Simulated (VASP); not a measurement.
Input of a VASP 6.6.1 run:

The input INCAR:

```
SYSTEM = CoO
PREC = Accurate
ENCUT = 520
EDIFF = 1E-7
ISMEAR = -1
SIGMA = 0.05
LREAL = .False.
LASPH = .True.
NELM = 150
ALGO = Normal
ISIF = 2
LWAVE = .False.
LCHARG = .True.
ISPIN = 2
MAGMOM = 3.5 0
LORBIT = 11
LMAXMIX = 4
GGA = PE
LELF = .True.
LVHAR = .True.
NBANDS = 18
```

Contents of KPOINTS:

```
regular mesh
0
Gamma
  11 11 11
  0 0 0
```

The input POSCAR:

```
CoO
1.0
    0.0000000000      2.1315016600      2.1315016600
    2.1315016600      0.0000000000      2.1315016600
    2.1315016600      2.1315016600      0.0000000000
Co O
1 1
Direct
    0.0000000000      0.0000000000      0.0000000000
    0.5000000000      0.5000000000      0.5000000000
```

Potentials or basis: VASP PAW PBE potentials, release 64 (Co, O).

Command:

```sh
$ cat potpaw_PBE.64/Co/POTCAR potpaw_PBE.64/O/POTCAR > POTCAR
$ mpirun -np 1 vasp_std > vasp.out
```

Estimate the site moments.

Co +2.55; O +0.29 μB.

Predict the net moment.

2.90 μB per cell.

Estimate the pressure.

-2.4 GPa.

Caveat: a cell with one magnetic atom can't hold antiferromagnetic order, which such compounds often take.
